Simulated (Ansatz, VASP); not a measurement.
**Two plane-wave programs on Al2BAs2**

```xyz
5
Lattice="-2.1071 2.1071 5.5465 2.1071 -2.1071 5.5465 2.1071 2.1071 -5.5465" Properties=species:S:1:pos:R:3 pbc="T T T"
Al    0.0000    0.0000    4.3051
Al    0.0000    0.0000    6.7879
B     0.0000    0.0000    0.0000
As    2.1071    0.0000    2.7733
As    0.0000    2.1071    2.7733
```

Change from the starting cell: species swapped into the CaZn2Ge2 type (I4/mmm, No. 139).

Alike in both runs: task relaxation of cell and atoms; functional PBE; k mesh 12 × 12 × 12; occupations gaussian, width 0.1 eV; no spin polarisation.

|  | VASP | Ansatz |
| --- | --- | --- |
| version | VASP 6.6.1 | Ansatz 0.2.0 |
| potentials or method | VASP PAW PBE potentials, release 64 (Al, B, As), cutoff 600 eV | scalar-relativistic, plane waves, PAW |
| valence electrons in the cell | 19 | 39 |

Ansatz gave:

| Quantity | Value |
| --- | --- |
| gap on the k mesh at the Fermi level, each at its own relaxed structure (eV) | none |
| relaxed volume (Å³/atom) | 19.87 |
| relaxed cell length with the largest relative difference (Å) | 6.233 |

Task: Estimate VASP's values.

Result: gap on the k mesh at the Fermi level, each at its own relaxed structure (eV): none; relaxed volume (Å³/atom): 19.94; relaxed cell length with the largest relative difference (Å): 6.218.

A gap of «none» marks a metal or a gap that the smearing closes. VASP's potentials hold 19 valence electrons a cell and Ansatz's 39, so a difference there can come from the potentials and not from the codes.
